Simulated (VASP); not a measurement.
TlBr:

```
Tl Br
1.0
     3.94518    0.00000    0.00000
     0.00000    3.94518    0.00000
     0.00000    0.00000    3.94518
Tl Br
1 1
Cartesian
  0.0000 0.0000 0.0000
  1.9726 1.9726 1.9726
```

Base run:

| Item | Value |
| --- | --- |
| Program | VASP 6.6.1 |
| Functional | HSE06 |
| Potentials or basis | VASP PAW PBE potentials, release 64 (Tl_d, Br) |
| Cutoff | 400 eV |
| k mesh | 4 × 4 × 4 |
| Occupations | gaussian, width 0.01 eV |
| Spin | no spin polarisation |

Its results: band gap on the k mesh 2.47 eV, direct; pressure 1.6 GPa.

**Question.** After a change of settings the same cell gave: band gap on the k mesh 1.78 eV, direct; pressure 2.1 GPa. Which change was it?
A. functional from HSE06 to r2SCAN; cutoff from 400 eV to 550 eV
B. functional from HSE06 to PBE; cutoff from 400 eV to 500 eV
C. functional from HSE06 to PBE0

**Answer.** B.

HSE06 gives the wider gap, since exact exchange removes part of the self-interaction.

Caveats: spin-orbit coupling is left out, which moves the levels of the heavy elements; the PAW data sets were made with another functional, which shifts forces and pressure a little (some runs).
